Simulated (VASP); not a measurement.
## Mo: single point with PBE

Mo:

```
Mo
1.0
     3.00906    0.00000    0.00000
    -1.50453    2.13212    0.00000
     0.00000    0.00000    2.55518
Mo
1
Direct
  0.00000 0.00000 0.50000
```

This cell differs from its parent crystal: strain +0.1000 x Voigt [1, -1, 0, 0, 0, 0].

```yaml
Program: VASP 6.6.1
Task: single point
Functional: PBE
Potentials_or_basis: VASP PAW PBE potentials, release 64 (Mo_sv)
Cutoff: 520 eV
k_mesh: 21 × 21 × 18
Occupations: gaussian, width 0.15 eV
Spin: no spin polarisation
Dipole_correction: no
Further_INCAR_settings: ALGO = Fast; EDIFF = 1e-06; NBANDS = 13
```

```yaml
Pressure: 8.7 GPa
Band_gap_on_the_k_mesh: zero (band 7 reaches 12.96 eV, above the bottom of band 8 at 10.90 eV)
```

Stress tensor (GPa, compression positive):
```
 6.96  0.00  0.00
 0.00 15.65  0.00
 0.00  0.00  3.54
```

Levels at points of the mesh, in eV from the Fermi level:
```csv
k point,band 5,band 6,band 7,band 8,band 9,band 10
"(0.00, 0.00, 0.00)",-6.92,-4.56,-3.11,1.30,3.79,4.26
"(0.00, 0.00, 0.50)",-3.90,-2.23,-0.11,0.34,1.07,1.94
```

Run time: 110 s on 1 thread of Intel Xeon 6975P-C, on a shared host, peak memory 0.33 GiB.

Caveat: the cell differs from its parent crystal (strain +0.1000 x Voigt [1, -1, 0, 0, 0, 0]).
